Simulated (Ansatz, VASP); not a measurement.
Sn: VASP beside Ansatz

Contents of INCAR:

```
SYSTEM = Sn
ALGO = Normal
EDIFF = 1E-7
ENCUT = 520
GGA = CA
ISIF = 2
ISMEAR = -1
LASPH = .True.
LCHARG = .True.
LELF = .True.
LREAL = .False.
LVHAR = .True.
LWAVE = .False.
NBANDS = 21
NELM = 100
PREC = Accurate
SIGMA = 0.1
```

The input KPOINTS:

```
k-points
0
Gamma
  2 2 2
  0 0 0
```

The input POSCAR:

```
Sn
1.0
    0.0000000000      3.2380799619      3.2380799619
    3.2380799619      0.0000000000      3.2380799619
    3.2380799619      3.2380799619      0.0000000000
Sn
2
Direct
    0.5000000000      0.5000000000      0.5000000000
    0.7500000000      0.7500000000      0.7500000000
```

Input for Ansatz:

```yaml
crystal:
  lattice:
    - [0.0, 3.2380799619, 3.2380799619]
    - [3.2380799619, 0.0, 3.2380799619]
    - [3.2380799619, 3.2380799619, 0.0]
  atoms:
    - { symbol: Sn, position: [0.5, 0.5, 0.5] }
    - { symbol: Sn, position: [0.75, 0.75, 0.75] }
hamiltonian:
  xc: lda
  pseudopotentials:
    kind: paw
    azcp:
      Sn: "pseudopotentials/Sn.paw.azcp"
basis:
  ecutwfc: 420
  fft_grid_basis: typed
kpoints:
  mp_grid: { grid: [2, 2, 2], shift: [0, 0, 0] }
magnetization:
  spin_polarized: false
scf:
  occupations: { method: fermi_dirac, width: 0.1 }
  lower_state_search: "off"
output:
  stress: true
```

Alike in both runs: task single point; functional LDA; k mesh 2 × 2 × 2; occupations fermi-dirac, width 0.1 eV; no spin polarisation.

|  | VASP | Ansatz |
| --- | --- | --- |
| version | VASP 6.6.1 | Ansatz 0.2.0 |
| potentials or method | VASP PAW LDA potentials, release 64 (Sn_d), cutoff 520 eV | plane waves (420 eV) with PAW, scalar-relativistic |
| valence electrons in the cell | 28 | 28 |

|  | VASP | Ansatz | Ansatz less VASP |
| --- | --- | --- | --- |
| pressure (GPa) | 8.8 | 8.8 | -0.01 |

Ansatz warns that its potentials were made for another functional, while VASP's fit it. LDA's correlation is that of Perdew and Zunger in VASP and of Perdew and Wang (1992) in Ansatz.

The k mesh is coarse, so the values compare programs but aren't converged.
